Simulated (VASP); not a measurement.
# Li in VASP: notebook

The runs below take Li through single point, relaxation of cell and atoms, with PBE.

All numbers are computed with VASP 6.6.1; they aren't measurements. Logs are shortened: lines on timing, memory, paths and dates and some standing lists are left out, and cuts for length are marked.

## 1. The cell of the first run

Symmetry: C2/m, No. 12, monoclinic system. Conventional cell: a = 5.183 Å, b = 3.153 Å, c = 7.672 Å, α = 90.00°, β = 104.34°, γ = 90.00°. Li (site symmetry m) has 12 Li at 3.03 to 3.15 Å within 4.0 Å. Li (site symmetry 2/m) has 12 Li at 3.03 to 3.15 Å within 4.0 Å.

## 2. Single point, PBE

INCAR

```
SYSTEM = Li
ALGO = Fast
EDIFF = 1E-6
ENCUT = 520
GGA = PE
ISIF = 2
ISMEAR = 0
LASPH = .True.
LCHARG = .False.
LREAL = .False.
LWAVE = .False.
NBANDS = 12
NELM = 100
PREC = Accurate
SIGMA = 0.1
```

KPOINTS

```
k-points
0
Gamma
  6 6 4
  0 0 0
```

POSCAR

```
Li
1.0
    2.5913124371     -1.5765760320      0.0000000000
    2.5913124371      1.5765760320      0.0000000000
   -1.8997456533      0.0000000000      7.4331225019
Li
3
Direct
    0.2674041423      0.2674041423      0.3330440744
    0.5000000000      0.5000000000      0.0000000000
    0.7325958577      0.7325958577      0.6669559256
```

Potentials or basis: VASP PAW PBE potentials, release 64 (Li_sv).

Run with:

```bash
> cat potpaw_PBE.64/Li_sv/POTCAR > POTCAR
> mpirun -np 1 vasp_std > vasp.out
```

OUTCAR:

```text
SYSTEM = Li
   EDIFF = 1E-6
   ENCUT = 520
   GGA = PE
   ISIF = 2
   ISMEAR = 0
   LASPH = .True.
   LREAL = .False.
   NELM = 100
   PREC = Accurate

 ion  position               nearest neighbor table
   1  0.267  0.267  0.333-
   2  0.500  0.500  0.000-
   3  0.733  0.733  0.667-

  LATTYP: Found a base centered monoclinic cell.
 ALAT       =     5.1826248742
 B/A-ratio  =     0.6084083144
 C/A-ratio  =     1.4803405023
 COS(beta)  =    -0.2476190555

  Lattice vectors:

 A1 = (   2.5913124371,  -1.5765760320,   0.0000000000)
 A2 = (   2.5913124371,   1.5765760320,   0.0000000000)
 A3 = (  -1.8997456533,   0.0000000000,   7.4331225019)

Analysis of symmetry for initial positions (statically):
=====================================================================
 Subroutine PRICEL returns:
 Original cell was already a primitive cell.

 Routine SETGRP: Setting up the symmetry group for a
 base centered monoclinic supercell.

 Subroutine GETGRP returns: Found  4 space group operations
 (whereof  4 operations were pure point group operations)
 out of a pool of  4 trial point group operations.

The static configuration has the point symmetry C_2h.

Analysis of symmetry for dynamics (positions and initial velocities):
=====================================================================
 Subroutine PRICEL returns:
 Original cell was already a primitive cell.

 Routine SETGRP: Setting up the symmetry group for a
 base centered monoclinic supercell.

 Subroutine GETGRP returns: Found  4 space group operations
 (whereof  4 operations were pure point group operations)
 out of a pool of  4 trial point group operations.

The dynamic configuration has the point symmetry C_2h.

 Subroutine INISYM returns: Found  4 space group operations
 (whereof  4 operations are pure point group operations),
 and found     1 'primitive' translations

----------------------------------------------------------------------------------------

                                     Primitive cell

  volume of cell :      60.7346

  direct lattice vectors                    reciprocal lattice vectors
     2.591312437 -1.576576032  0.000000000     0.192952418 -0.317142967  0.049314473
     2.591312437  1.576576032  0.000000000     0.192952418  0.317142967  0.049314473
    -1.899745653  0.000000000  7.433122502     0.000000000  0.000000000  0.134532964

  length of vectors
     3.033231302  3.033231302  7.672049509     0.374489271  0.374489271  0.134532964

  position of ions in fractional coordinates (direct lattice)
     0.267404142  0.267404142  0.333044074
     0.500000000  0.500000000  0.000000000
     0.732595858  0.732595858  0.666955926

  ion indices of the primitive-cell ions
   primitive index   ion index
                 1           1
                 2           2
                 3           3

----------------------------------------------------------------------------------------

 KPOINTS: k-points

Automatic generation of k-mesh.
 Grid dimensions read from file:
 generate k-points for:    6    6    4

 Generating k-lattice:

  Cartesian coordinates                     Fractional coordinates (reciprocal lattice)
     0.032158736 -0.052857161  0.008219079     0.166666667  0.000000000 -0.000000000
     0.032158736  0.052857161  0.008219079     0.000000000  0.166666667 -0.000000000
     0.000000000  0.000000000  0.033633241     0.000000000  0.000000000  0.250000000

  Length of vectors
     0.062414878  0.062414878  0.033633241

  Shift w.r.t. Gamma in fractional coordinates (k-lattice)
     0.000000000  0.000000000  0.000000000

 Subroutine IBZKPT returns following result:
 ===========================================

 Found     47 irreducible k-points:

 Following reciprocal coordinates:
            Coordinates               Weight
  0.000000  0.000000  0.000000      1.000000
  0.166667  0.000000  0.000000      4.000000
  0.333333  0.000000  0.000000      4.000000
  0.500000  0.000000  0.000000      2.000000
  0.166667  0.166667  0.000000      2.000000
  0.333333  0.166667  0.000000      4.000000
[... 16 lines left out ...]
 -0.333333  0.166667  0.250000      4.000000
 -0.166667  0.166667  0.250000      4.000000
 [... further k-points ...]
   k-points           NKPTS =     47   k-points in BZ     NKDIM =     47   number of bands    NBANDS=     12
   number of dos      NEDOS =    301   number of ions     NIONS =      3
   total plane-waves  NPLWV =  34560
   dimension x,y,z NGX =    24 NGY =   24 NGZ =   60
   dimension x,y,z NGXF=    48 NGYF=   48 NGZF=  120
   ions per type =               3
   NGX,Y,Z   is equivalent  to a cutoff of  13.15, 13.15, 13.00 a.u.
   NGXF,Y,Z  is equivalent  to a cutoff of  26.31, 26.31, 26.00 a.u.
 SYSTEM =  Li
   PREC   = accura    normal or accurate (medium, high low for compatibility)
   ISTART =      0    job   : 0-new  1-cont  2-samecut
   ICHARG =      2    charge: 1-file 2-atom 10-const
   ISPIN  =      1    spin polarized calculation?
   LNONCOLLINEAR =      F non collinear calculations
   LSORBIT =      F    spin-orbit coupling
   LASPH  =      T    aspherical Exc in radial PAW
   ENCUT  =  520.0 eV  38.22 Ry    6.18 a.u.   5.64  5.64 14.26*2*pi/ulx,y,z
   NELM   =    100;   NELMIN=  2; NELMDL= -5     # of ELM steps
   EDIFF  = 0.1E-05   stopping-criterion for ELM
   LREAL  =      F    real-space projection
   EDIFFG = 0.1E-04   stopping-criterion for IOM
   NSW    =      0    number of steps for IOM
   IBRION =     -1    ionic relax: 0-MD 1-quasi-New 2-CG
   NFREE  =      0    steps in history (QN), initial steepest desc. (CG)
   ISIF   =      2    stress and relaxation
   ISYM   =      2    0-nonsym 1-usesym 2-fastsym
   POTIM  = 0.5000    time-step for ionic-motion
   TEBEG  =    0.0;   TEEND  =   0.0 temperature during run
   PSTRESS=    0.0 pullay stress
   NELECT =       9.0000    total number of electrons
   NUPDOWN=      -1.0000    fix difference up-down
   EMIN   =  10.00;   EMAX   =-10.00  energy-range for DOS
   EFERMI =   0.00;   METHOD = LEGACY
   ISMEAR =     0;   SIGMA  =   0.10  broadening in eV -4-tet -1-fermi 0-gaus
   EFERMI_NEDOS =   21; number of points for ismear=-14 and -15
   IALGO  =     68    algorithm
   IMIX   =      4    mixing-type and parameters
     AMIX     =   0.40;   BMIX     =  1.00
     AMIX_MAG =   1.60;   BMIX_MAG =  1.00
  volume/ion in A,a.u.               =      20.24       136.62
  Fermi-wavevector in a.u.,A,eV,Ry     =   0.866317  1.637102 10.211250  0.750506
  Thomas-Fermi vector in A             =   1.984689
   LORBIT       =      0    0 simple, 1 ext, 2 COOP (PROOUT), +10 PAW based schemes
   GGA     = PE    functional components
   LHFCALC =     F    Hartree Fock is set to
   AEXX    =    0.0000 exact exchange contribution
   IVDW    =     0    specifies the selected vdW correction
   LEPSILON=     F    determine dielectric tensor
   LRPA    =     F    only Hartree local field effects (RPA)
 non-spin polarized calculation
 RMM-DIIS sequential band-by-band and
 Gauss-broadening in eV      SIGMA  =   0.10
  energy-cutoff  :      520.00
  volume of cell :       60.73
 maximum number of plane-waves:      1664
 NGX is ok and might be reduce to    24

 number of electron       8.9999996 magnetization

 Free energy of the ion-electron system (eV)
  ---------------------------------------------------
  ext. energy  EPLUGINS =         0.00000000
  ---------------------------------------------------
  free energy    TOTEN  =        -5.69585471 eV

  energy without entropy =       -5.68767660  energy(sigma->0) =       -5.69176565

 E-fermi :   0.5599     XC(G=0):  -7.0472

 val. band max:        0.5547429655   @ k =  -0.3333   0.1667   0.5000
 cond. band min:       0.5676103123   @ k =   0.5000   0.1667   0.2500
 fundamental gap:      0.0128673468
 Fermi energy:         0.5598588349

 k-point     1 :       0.0000    0.0000    0.0000
  band No.  band energies     occupation
      1     -45.9003      2.00000
      2     -45.8863      2.00000
      3     -45.8861      2.00000
      4      -2.9333      2.00000
      5      -0.9402      2.00000
      6      -0.9388      2.00000
      7       6.4678      0.00000
      8       6.4811      0.00000
      9      12.9369      0.00000
     10      12.9978      0.00000
     11      13.6150      0.00000
     12      13.7776      0.00000

 k-point     2 :       0.1667    0.0000    0.0000
  band No.  band energies     occupation
      1     -45.8964      2.00000
      2     -45.8850      2.00000
      3     -45.8832      2.00000
      4      -2.4985      2.00000
      5      -0.7214      2.00000
      6      -0.2409      2.00000
      7       6.1259      0.00000
      8       7.2133      0.00000
      9       9.7579      0.00000
     10      10.6069      0.00000
     11      11.7315      0.00000
     12      12.1952      0.00000

 k-point     3 :       0.3333    0.0000    0.0000
  band No.  band energies     occupation
      1     -45.8880      2.00000
      2     -45.8812      2.00000
      3     -45.8792      2.00000
      4      -1.1994      2.00000
      5       0.3239      1.99915
      6       1.2817      0.00000
      7       4.7247      0.00000
      8       6.1031      0.00000
      9       7.9410      0.00000
     10       8.2826      0.00000
     11       9.6273      0.00000
     12      10.3693      0.00000
[... 286 lines left out ...]
 k-point    23 :      -0.3333    0.1667    0.2500
  band No.  band energies     occupation
      1     -45.8826      2.00000
      2     -45.8801      2.00000
      3     -45.8777      2.00000
      4       0.0720      2.00000
      5       1.1673      0.00000
      6       2.4075      0.00000
      7       4.3623      0.00000
      8       4.4436      0.00000
      9       6.2080      0.00000
     10       7.4454      0.00000
     11       8.1562      0.00000
     12       8.9697      0.00000

 k-point    24 :      -0.1667    0.1667    0.2500
  band No.  band energies     occupation
      1     -45.8898      2.00000
      2     -45.8845      2.00000
      3     -45.8791      2.00000
      4      -1.5530      2.00000
      5      -0.5340      2.00000
      6       1.4655      0.00000
      7       5.0462      0.00000
      8       7.1657      0.00000
      9       7.9120      0.00000
     10       8.6121      0.00000
     11       9.2786      0.00000
     12      10.4547      0.00000

 [... further k-points ...]
[... 5 lines left out ...]
  --------------------------------------------------------------------------------------
  -------------------------------------------------------------------------------------
  Total        0.0246860      0.0861438     -0.1419575      0.0000000      0.0000000      0.0892308
  in kB        0.6512170      2.2724720     -3.7448374      0.0000000      0.0000000      2.3539069
  external PRESSURE =      -0.2737161 kB  Pullay stress =       0.0000000 kB

 VOLUME and BASIS-vectors are now :
 -----------------------------------------------------------------------------
  energy-cutoff  :      520.00
  volume of cell :       60.73
      direct lattice vectors                 reciprocal lattice vectors
     2.591312437 -1.576576032  0.000000000     0.192952418 -0.317142967  0.049314473
     2.591312437  1.576576032  0.000000000     0.192952418  0.317142967  0.049314473
    -1.899745653  0.000000000  7.433122502     0.000000000  0.000000000  0.134532964

 POSITION                                       TOTAL-FORCE (eV/Angst)
 -----------------------------------------------------------------------------------
      0.75316      0.00000      2.47556        -0.007236     -0.000000      0.004553
      2.59131      0.00000      0.00000         0.000000      0.000000      0.000000
      2.52972      0.00000      4.95757         0.007236     -0.000000     -0.004553
 -----------------------------------------------------------------------------------
    total drift:                                0.000000     -0.000000     -0.000000

  FREE ENERGIE OF THE ION-ELECTRON SYSTEM (eV)
  ---------------------------------------------------
  free  energy   TOTEN  =        -5.6958547069 eV

  energy  without entropy=       -5.6876766016  energy(sigma->0) =       -5.69176565
```

Wall time 38 s (1 thread of AMD EPYC 7R43 (Zen 3), shared host); peak memory 0.14 GiB.

What came out:

```yaml
Free_energy: -5.6959 eV
Largest_force: 0.009 eV/Å
```

Forces in eV/Å, atoms in the order of the input:
```
Li  -0.007  0.000  0.005
Li   0.000  0.000  0.000
Li   0.007  0.000 -0.005
```

Caveat: the k points lie up to 0.39 Å⁻¹ apart; the cutoff is under 1.25 times the usual one of these potentials, so pressure, stress and relaxed cells hold a basis-set (Pulay) error.

## 3. Single point, PBE

This run uses another cell than the first one: it holds 6 atoms, not 3.

INCAR

```
SYSTEM = Li
PREC = Accurate
ENCUT = 520
EDIFF = 1E-6
ISMEAR = 0
SIGMA = 0.2
LREAL = .FALSE.
LASPH = .TRUE.
NELM = 100
ALGO = Fast
ISIF = 2
LWAVE = .FALSE.
LCHARG = .FALSE.
GGA = PE
NBANDS = 18
```

KPOINTS

```
regular mesh
0
G
  8 4 4
  0 0 0
```

POSCAR

```
Li
1.0
    1.5745233523     -2.7318865622     -0.0063216587
   -4.4485087636     -2.5798943921     -0.6438286204
   -0.8246482064     -0.4948623271     -7.6115314023
Li
6
Direct
    0.9988977936      0.5450144373      0.3339894893
    0.4985097227      0.0445681189      0.3333798493
    1.0002928576      0.7759829164      0.6669923656
    0.4999277380      0.2761708352      0.6660926597
    0.5010313702      0.5117101285     -0.0007386762
    1.0013405178      1.0132202304      0.0002843123
```

Potentials or basis: VASP PAW PBE potentials, release 64 (Li_sv).

Run with:

```bash
> cat potpaw_PBE.64/Li_sv/POTCAR > POTCAR
> mpirun -np 1 vasp_std > vasp.out
```

OUTCAR:

```text
SYSTEM = Li
   PREC = Accurate
   ENCUT = 520
   EDIFF = 1E-6
   ISMEAR = 0
   LREAL = .FALSE.
   LASPH = .TRUE.
   NELM = 100
   ISIF = 2
   GGA = PE

 ion  position               nearest neighbor table
   1  0.999  0.545  0.334-
   2  0.499  0.045  0.333-
   3  0.000  0.776  0.667-
   4  0.500  0.276  0.666-
   5  0.501  0.512  0.999-
   6  0.001  0.013  0.000-

  LATTYP: Found a triclinic cell.
 ALAT       =     7.6720495094
 B/A-ratio  =     0.6755202593
 C/A-ratio  =     0.4109921423
 COS(alpha) =     0.0029230885
 COS(beta)  =     0.0041997769
 COS(gamma) =     0.2476190555

  Lattice vectors:

 A1 = (   0.8246482064,   0.4948623271,   7.6115314023)
 A2 = (   4.4485087636,   2.5798943921,   0.6438286204)
 A3 = (  -1.5745233523,   2.7318865622,   0.0063216587)

Analysis of symmetry for initial positions (statically):
=====================================================================
 Subroutine PRICEL returns:
[... 179 lines left out ...]

 E-fermi :   0.6178     XC(G=0):  -7.0472

 val. band max:        0.6122005825   @ k =   0.1250   0.2500   0.0000
 cond. band min:       0.6223745635   @ k =  -0.1250   0.5000   0.2500
 fundamental gap:      0.0101739810
 Fermi energy:         0.6177505044

 k-point     1 :       0.0000    0.0000    0.0000
  band No.  band energies     occupation
      1     -45.8989      2.00000
      2     -45.8853      2.00000
      3     -45.8844      2.00000
      4     -45.8787      2.00000
      5     -45.8772      2.00000
      6     -45.8723      2.00000
[... 481 lines left out ...]
      5     -45.8766      2.00000
      6     -45.8748      2.00000
[... 10 lines left out ...]
     17       6.4448      0.00000
     18       6.6810      0.00000

 [... further k-points ...]

------------------------ aborting loop because EDIFF is reached ----------------------------------------

  FORCE on cell =-STRESS in cart. coord.  units (eV):
  Direction    XX          YY          ZZ          XY          YZ          ZX
  --------------------------------------------------------------------------------------
  -------------------------------------------------------------------------------------
  Total       -0.0470343     -0.0638108     -0.0250313     -0.0119678      0.0001637      0.0267804
  in kB       -0.6203889     -0.8416730     -0.3301665     -0.1578571      0.0021588      0.3532371
  external PRESSURE =      -0.5974094 kB  Pullay stress =       0.0000000 kB

 VOLUME and BASIS-vectors are now :
 -----------------------------------------------------------------------------
  energy-cutoff  :      520.00
  volume of cell :      121.47
      direct lattice vectors                 reciprocal lattice vectors
     1.574523352 -2.731886562 -0.006321659     0.159040777 -0.274385635  0.000608343
    -4.448508764 -2.579894392 -0.643828620    -0.171162268 -0.098707168  0.024961484
    -0.824648206 -0.494862327 -7.611531402     0.014345834  0.008577127 -0.133491503

 POSITION                                       TOTAL-FORCE (eV/Angst)
 -----------------------------------------------------------------------------------
     -1.12714     -4.30023     -2.89938         0.004049      0.003401      0.012320
      0.31173     -1.64183     -2.56938        -0.001531     -0.002167     -0.004354
     -4.00154     -2.33282     -5.57644        -0.003443     -0.000718      0.003594
     -0.99069     -2.40786     -5.25095        -0.000004     -0.001050     -0.007464
     -2.31150     -3.18342     -7.93853        -0.008629     -0.006036     -0.011726
     -0.05693     -0.03791     -0.01068         0.009558      0.006570      0.007629
 -----------------------------------------------------------------------------------
    total drift:                                0.000120     -0.000217      0.000200

  FREE ENERGIE OF THE ION-ELECTRON SYSTEM (eV)
  ---------------------------------------------------
  free  energy   TOTEN  =       -11.4761953491 eV

  energy  without entropy=      -11.4206300738  energy(sigma->0) =      -11.44841271
```

stdout:

```text
POSCAR found type information on POSCAR Li
 POSCAR found :  1 types and       6 ions
 scaLAPACK will be used
 LDA part: xc-table for (Slater+PW92), standard interpolation
 POSCAR, INCAR and KPOINTS ok, starting setup
 FFT: planning ... GRIDC
 FFT: planning ... GRID_SOFT
 FFT: planning ... GRID
 WAVECAR not read
 entering main loop
```

It took 3.3 min on 1 thread of AMD EPYC 7R43 (Zen 3), shared host; peak memory 0.23 GiB.

Results:

```
Free energy            : -11.4762 eV
Largest force          : 0.016 eV/Å
Band gap on the k mesh : zero (band 9 reaches 1.84 eV, above the bottom of band 10 at -0.93 eV)
```

Forces on the atoms (eV/Å):
```
Li   0.004  0.003  0.012
Li  -0.002 -0.002 -0.004
Li  -0.003 -0.001  0.004
Li   0.000 -0.001 -0.007
Li  -0.009 -0.006 -0.012
Li   0.010  0.007  0.008
```

Caveat: the cutoff is under 1.25 times the usual one of these potentials, so pressure, stress and relaxed cells hold a basis-set (Pulay) error.

[end of part 1 of 2]
